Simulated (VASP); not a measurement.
# NiO (Fm-3m) in VASP: notebook

Runs on NiO. Level: PBE. Tasks: single point, relaxation of cell and atoms.

Everything below comes from runs of VASP 6.6.1. Logs are shortened: lines on timing, memory, paths and dates and some standing lists are left out, and cuts for length are marked.

### Step 1. The cell of the first run

Symmetry: Fm-3m, No. 225, cubic system. The conventional cell has a = 4.186 Å, b = 4.186 Å, c = 4.186 Å, α = 90.00°, β = 90.00°, γ = 90.00°. Within 2.8 Å of Ni (site symmetry m-3m) lie 6 O at 2.09 Å. O (site symmetry m-3m) has 6 Ni at 2.09 Å within 2.8 Å.

### Step 2. Single point, PBE, collinear spin, ferromagnetic start

INCAR

```
PREC = Accurate ; ENCUT = 520
EDIFF = 1E-6 ; ISMEAR = 0
SIGMA = 0.1 ; LREAL = False
LASPH = True ; NELM = 150
ALGO = Normal ; ISIF = 2
LWAVE = False ; LCHARG = False
ISPIN = 2 ; MAGMOM = 2 0
LORBIT = 11 ; LMAXMIX = 4
GGA = PE ; NBANDS = 19
```

KPOINTS

```
Automatic mesh
0
Gamma
  8 8 8
```

POSCAR

```
NiO
1.0
    0.0000000000      2.0931687937      2.0931687937
    2.0931687937      0.0000000000      2.0931687937
    2.0931687937      2.0931687937      0.0000000000
Ni O
1 1
Direct
    0.0000000000      0.0000000000      0.0000000000
    0.5000000000      0.5000000000      0.5000000000
```

Potentials or basis: VASP PAW PBE potentials, release 64 (Ni, O).

On the command line:

```bash
cat potpaw_PBE.64/Ni/POTCAR potpaw_PBE.64/O/POTCAR > POTCAR
mpirun -np 1 vasp_std > vasp.out
```

OUTCAR:

```text
PREC = Accurate
   ENCUT = 520
   EDIFF = 1E-6
   ISMEAR = 0
   LREAL = False
   LASPH = True
   NELM = 150
   ISIF = 2
   ISPIN = 2
   LORBIT = 11
   GGA = PE

 ion  position               nearest neighbor table
   1  0.000  0.000  0.000-   2 2.09   2 2.09   2 2.09   2 2.09   2 2.09   2 2.09
   2  0.500  0.500  0.500-   1 2.09   1 2.09   1 2.09   1 2.09   1 2.09   1 2.09

  LATTYP: Found a face centered cubic cell.
 ALAT       =     4.1863375874

  Lattice vectors:

 A1 = (   0.0000000000,   2.0931687937,   2.0931687937)
 A2 = (   2.0931687937,   0.0000000000,   2.0931687937)
 A3 = (   2.0931687937,   2.0931687937,   0.0000000000)

Analysis of symmetry for initial positions (statically):
=====================================================================
 Subroutine PRICEL returns:
 Original cell was already a primitive cell.

 Routine SETGRP: Setting up the symmetry group for a
 face centered cubic supercell.

 Subroutine GETGRP returns: Found 48 space group operations
 (whereof 48 operations were pure point group operations)
 out of a pool of 48 trial point group operations.

The static configuration has the point symmetry O_h .

Analysis of symmetry for dynamics (positions and initial velocities):
=====================================================================
 Subroutine PRICEL returns:
 Original cell was already a primitive cell.

 Routine SETGRP: Setting up the symmetry group for a
 face centered cubic supercell.

 Subroutine GETGRP returns: Found 48 space group operations
 (whereof 48 operations were pure point group operations)
 out of a pool of 48 trial point group operations.

The dynamic configuration has the point symmetry O_h .

Analysis of structural, dynamic, and magnetic symmetry:
=====================================================================
 Subroutine PRICEL returns:
 Original cell was already a primitive cell.

 Routine SETGRP: Setting up the symmetry group for a
 face centered cubic supercell.

 Subroutine GETGRP returns: Found 48 space group operations
 (whereof 48 operations were pure point group operations)
 out of a pool of 48 trial point group operations.

The overall configuration has the point symmetry O_h .

 Subroutine INISYM returns: Found 48 space group operations
 (whereof 48 operations are pure point group operations),
 and found     1 'primitive' translations

----------------------------------------------------------------------------------------

                                     Primitive cell

  volume of cell :      18.3418

  direct lattice vectors                    reciprocal lattice vectors
     0.000000000  2.093168794  2.093168794    -0.238872279  0.238872279  0.238872279
     2.093168794  0.000000000  2.093168794     0.238872279 -0.238872279  0.238872279
     2.093168794  2.093168794  0.000000000     0.238872279  0.238872279 -0.238872279

  length of vectors
     2.960187696  2.960187696  2.960187696     0.413738924  0.413738924  0.413738924

  position of ions in fractional coordinates (direct lattice)
     0.000000000  0.000000000  0.000000000
     0.500000000  0.500000000  0.500000000

  ion indices of the primitive-cell ions
   primitive index   ion index
                 1           1
                 2           2

----------------------------------------------------------------------------------------

 KPOINTS: Automatic mesh

Automatic generation of k-mesh.
 Grid dimensions read from file:
 generate k-points for:    8    8    8

 Generating k-lattice:

  Cartesian coordinates                     Fractional coordinates (reciprocal lattice)
    -0.029859035  0.029859035  0.029859035     0.125000000  0.000000000  0.000000000
     0.029859035 -0.029859035  0.029859035     0.000000000  0.125000000  0.000000000
     0.029859035  0.029859035 -0.029859035     0.000000000  0.000000000  0.125000000

  Length of vectors
     0.051717365  0.051717365  0.051717365

  Shift w.r.t. Gamma in fractional coordinates (k-lattice)
     0.000000000  0.000000000  0.000000000

 Subroutine IBZKPT returns following result:
 ===========================================

 Found     29 irreducible k-points:

 Following reciprocal coordinates:
            Coordinates               Weight
  0.000000  0.000000  0.000000      1.000000
  0.125000  0.000000  0.000000      8.000000
  0.250000  0.000000  0.000000      8.000000
  0.375000  0.000000  0.000000      8.000000
  0.500000  0.000000  0.000000      4.000000
  0.125000  0.125000  0.000000      6.000000
[... 16 lines left out ...]
  0.500000  0.250000  0.125000     48.000000
 -0.375000  0.250000  0.125000     24.000000
 [... further k-points ...]
   k-points           NKPTS =     29   k-points in BZ     NKDIM =     29   number of bands    NBANDS=     19
   number of dos      NEDOS =    301   number of ions     NIONS =      2
   total plane-waves  NPLWV =  13824
   dimension x,y,z NGX =    24 NGY =   24 NGZ =   24
   dimension x,y,z NGXF=    48 NGYF=   48 NGZF=   48
   ions per type =               1   1
   NGX,Y,Z   is equivalent  to a cutoff of  13.48, 13.48, 13.48 a.u.
   NGXF,Y,Z  is equivalent  to a cutoff of  26.96, 26.96, 26.96 a.u.
 SYSTEM =  unknown system
   PREC   = accura    normal or accurate (medium, high low for compatibility)
   ISTART =      0    job   : 0-new  1-cont  2-samecut
   ICHARG =      2    charge: 1-file 2-atom 10-const
   ISPIN  =      2    spin polarized calculation?
   LNONCOLLINEAR =      F non collinear calculations
   LSORBIT =      F    spin-orbit coupling
   LASPH  =      T    aspherical Exc in radial PAW
   ENCUT  =  520.0 eV  38.22 Ry    6.18 a.u.   5.50  5.50  5.50*2*pi/ulx,y,z
   NELM   =    150;   NELMIN=  2; NELMDL= -5     # of ELM steps
   EDIFF  = 0.1E-05   stopping-criterion for ELM
   LREAL  =      F    real-space projection
   EDIFFG = 0.1E-04   stopping-criterion for IOM
   NSW    =      0    number of steps for IOM
   IBRION =     -1    ionic relax: 0-MD 1-quasi-New 2-CG
   NFREE  =      0    steps in history (QN), initial steepest desc. (CG)
   ISIF   =      2    stress and relaxation
   ISYM   =      2    0-nonsym 1-usesym 2-fastsym
   POTIM  = 0.5000    time-step for ionic-motion
   TEBEG  =    0.0;   TEEND  =   0.0 temperature during run
   PSTRESS=    0.0 pullay stress
   NELECT =      16.0000    total number of electrons
   NUPDOWN=      -1.0000    fix difference up-down
   EMIN   =  10.00;   EMAX   =-10.00  energy-range for DOS
   EFERMI =   0.00;   METHOD = LEGACY
   ISMEAR =     0;   SIGMA  =   0.10  broadening in eV -4-tet -1-fermi 0-gaus
   EFERMI_NEDOS =   21; number of points for ismear=-14 and -15
   IALGO  =     38    algorithm
   IMIX   =      4    mixing-type and parameters
     AMIX     =   0.40;   BMIX     =  1.00
     AMIX_MAG =   1.60;   BMIX_MAG =  1.00
  volume/ion in A,a.u.               =       9.17        61.89
  Fermi-wavevector in a.u.,A,eV,Ry     =   1.564230  2.955966 33.290940  2.446815
  Thomas-Fermi vector in A             =   2.666884
   LORBIT       =     11    0 simple, 1 ext, 2 COOP (PROOUT), +10 PAW based schemes
   GGA     = PE    functional components
   LHFCALC =     F    Hartree Fock is set to
   AEXX    =    0.0000 exact exchange contribution
   IVDW    =     0    specifies the selected vdW correction
   LEPSILON=     F    determine dielectric tensor
   LRPA    =     F    only Hartree local field effects (RPA)
 spin polarized calculation
 Gauss-broadening in eV      SIGMA  =   0.10
  energy-cutoff  :      520.00
  volume of cell :       18.34
 maximum number of plane-waves:       531
 NGX is ok and might be reduce to    24
   NGX = 11   NGY = 11   NGZ = 11

 number of electron      16.0000007 magnetization       1.8128873

 Free energy of the ion-electron system (eV)
  ---------------------------------------------------
  ext. energy  EPLUGINS =         0.00000000
  ---------------------------------------------------
  free energy    TOTEN  =       -11.47729620 eV

  energy without entropy =      -11.47319029  energy(sigma->0) =      -11.47524324

 E-fermi :   7.8139     XC(G=0): -12.6383

 val. band max:        7.7595199701   @ k =   0.3750   0.0000   0.0000
 cond. band min:       7.8506202711   @ k =   0.3750   0.2500   0.1250
 fundamental gap:      0.0911003010
 Fermi energy:         7.8138826588

 spin component 1

 k-point     1 :       0.0000    0.0000    0.0000
  band No.  band energies     occupation
      1     -12.4976      1.00000
      2       4.6084      1.00000
      3       4.6084      1.00000
      4       4.8407      1.00000
      5       4.8407      1.00000
      6       4.8407      1.00000
[... 11 lines left out ...]
     18      33.6180      0.00000
     19      33.6180      0.00000

 k-point     2 :       0.1250    0.0000    0.0000
  band No.  band energies     occupation
      1     -12.3251      1.00000
      2       3.5261      1.00000
      3       3.6180      1.00000
      4       3.6180      1.00000
      5       5.1545      1.00000
      6       5.1546      1.00000
[... 11 lines left out ...]
     18      35.8320      0.00000
     19      35.8320      0.00000

 k-point     3 :       0.2500    0.0000    0.0000
  band No.  band energies     occupation
      1     -11.8765      1.00000
      2       1.6765      1.00000
      3       2.7087      1.00000
      4       2.7087      1.00000
      5       5.4128      1.00000
      6       5.4128      1.00000
[... 434 lines left out ...]
      1     -11.2212      1.00000
      2       0.5508      1.00000
      3       2.0468      1.00000
      4       2.3450      1.00000
      5       5.3711      1.00000
      6       5.6678      1.00000
[... 11 lines left out ...]
     18      38.4625      0.00000
     19      39.3319      0.00000

 k-point    24 :      -0.3750    0.2500    0.1250
  band No.  band energies     occupation
      1     -11.0584      1.00000
      2       0.3749      1.00000
      3       1.8195      1.00000
      4       2.0632      1.00000
      5       5.5253      1.00000
      6       5.8245      1.00000
[... 11 lines left out ...]
     18      38.2333      0.00000
     19      38.9726      0.00000

 [... further k-points ...]

 spin component 2

 k-point     1 :       0.0000    0.0000    0.0000
  band No.  band energies     occupation
      1     -12.0325      1.00000
      2       5.3799      1.00000
      3       5.3799      1.00000
      4       5.3799      1.00000
      5       5.9548      1.00000
      6       5.9550      1.00000
[... 11 lines left out ...]
     18      34.2350      0.00000
     19      34.2352      0.00000

 k-point     2 :       0.1250    0.0000    0.0000
  band No.  band energies     occupation
      1     -11.8545      1.00000
      2       4.0534      1.00000
      3       4.7327      1.00000
      4       4.7327      1.00000
      5       6.1492      1.00000
      6       6.1493      1.00000
[... 11 lines left out ...]
     18      36.4322      0.00000
     19      36.4323      0.00000

 k-point     3 :       0.2500    0.0000    0.0000
  band No.  band energies     occupation
      1     -11.3903      1.00000
      2       2.1333      1.00000
      3       3.8695      1.00000
      4       3.8696      1.00000
      5       6.4378      1.00000
      6       6.4379      1.00000
[... 434 lines left out ...]
      1     -10.6979      1.00000
      2       1.0380      1.00000
      3       2.8718      1.00000
      4       3.2866      1.00000
      5       6.3984      1.00000
      6       6.9448      1.00000
[... 11 lines left out ...]
     18      38.8004      0.00000
     19      39.8720      0.00000

 k-point    24 :      -0.3750    0.2500    0.1250
  band No.  band energies     occupation
      1     -10.5251      1.00000
      2       0.7811      1.00000
      3       2.5970      1.00000
      4       3.1502      1.00000
      5       6.7129      1.00000
      6       6.7613      1.00000
[... 11 lines left out ...]
     18      38.6888      0.00000
     19      39.4502      0.00000

 [... further k-points ...]

------------------------ aborting loop because EDIFF is reached ----------------------------------------

  FORCE on cell =-STRESS in cart. coord.  units (eV):
  Direction    XX          YY          ZZ          XY          YZ          ZX
  --------------------------------------------------------------------------------------
  -------------------------------------------------------------------------------------
  Total        0.4965916      0.4965916      0.4965916     -0.0000000     -0.0000000      0.0000000
  in kB       43.3777673     43.3777673     43.3777673     -0.0000000     -0.0000000      0.0000000
  external PRESSURE =      43.3777673 kB  Pullay stress =       0.0000000 kB

 VOLUME and BASIS-vectors are now :
 -----------------------------------------------------------------------------
  energy-cutoff  :      520.00
  volume of cell :       18.34
      direct lattice vectors                 reciprocal lattice vectors
     0.000000000  2.093168794  2.093168794    -0.238872279  0.238872279  0.238872279
     2.093168794  0.000000000  2.093168794     0.238872279 -0.238872279  0.238872279
     2.093168794  2.093168794  0.000000000     0.238872279  0.238872279 -0.238872279

 POSITION                                       TOTAL-FORCE (eV/Angst)
 -----------------------------------------------------------------------------------
      0.00000      0.00000      0.00000         0.000000      0.000000      0.000000
      2.09317      2.09317      2.09317        -0.000000     -0.000000      0.000000
 -----------------------------------------------------------------------------------
    total drift:                                0.000000     -0.000000     -0.000000

  FREE ENERGIE OF THE ION-ELECTRON SYSTEM (eV)
  ---------------------------------------------------
  free  energy   TOTEN  =       -11.4772962004 eV

  energy  without entropy=      -11.4731902882  energy(sigma->0) =      -11.47524324

 total charge

# of ion       s       p       d       tot
------------------------------------------
    1        0.331   0.400   8.236   8.968
    2        1.556   3.423   0.000   4.980
--------------------------------------------------
tot          1.887   3.824   8.236  13.947

 magnetization (x)

# of ion       s       p       d       tot
------------------------------------------
    1        0.011   0.015   1.456   1.482
    2        0.028   0.257   0.000   0.285
--------------------------------------------------
tot          0.039   0.272   1.456   1.767
```

Wall time 24 s (1 thread of Intel Xeon Platinum 8259CL at 2.50GHz (Skylake/Cascade Lake), shared host); peak memory 0.16 GiB.

What came out:

```yaml
Free_energy: -11.4773 eV
Pressure: 4.3 GPa
Net_moment: 1.81 μB per cell
Site_moments: Ni +1.48; O +0.28 μB
Valence_electrons_inside_the_program's_atomic_spheres: Ni 8.97; O 4.98
```

Caveat: a cell with one magnetic atom can't hold antiferromagnetic order, which such compounds often take; semilocal functionals often make such compounds metallic where correlation or magnetic order opens a gap, which also shifts bond lengths. With open d or f shells a metallic result of PBE can be an artefact of self-interaction; +U or a hybrid may open a gap.

(Continued in part 2 of 3.)
